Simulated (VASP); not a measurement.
BP, 2 atoms in the cell. Symmetry: F-43m, No. 216, cubic system. Conventional cell: a = 4.492 Å, b = 4.492 Å, c = 4.492 Å, α = 90.00°, β = 90.00°, γ = 90.00°. B (site symmetry -43m) has 4 P at 1.95 Å within 2.6 Å. P (site symmetry -43m) has 4 B at 1.95 Å within 2.6 Å. 

* Program: VASP 6.6.1
* Task: elastic constants
* Functional: LDA
* Potentials or basis: VASP PAW LDA potentials, release 64 (B, P)
* Cutoff: 600 eV
* k mesh: 10 × 10 × 10
* Occupations: gaussian, width 0.01 eV
* Spin: no spin polarisation
* Dipole correction: no
* Ions in elastic constants: relaxed
* Further INCAR settings: ALGO = Normal; EDIFF = 1e-08; NBANDS = 11; IBRION = 6; POTIM = 0.015; NSW = 1; ISIF = 3

Potentials or basis: VASP PAW LDA potentials, release 64 (B, P).

The run is started by

```sh
$ cat potpaw_LDA.64/B/POTCAR potpaw_LDA.64/P/POTCAR > POTCAR
$ mpirun -np 1 vasp_std > vasp.out
```

Hardware: 1 thread of Intel(R) Xeon(R) Platinum 8259CL CPU @ 2.50GHz (Skylake/Cascade Lake), on a shared host.

Q: Estimate the wall time of this run.

A: Run time: 8 min on 1 thread of Intel(R) Xeon(R) Platinum 8259CL CPU @ 2.50GHz (Skylake/Cascade Lake), with other jobs on the host, peak memory 0.26 GiB. Counts: scf iterations 142, k points 47.
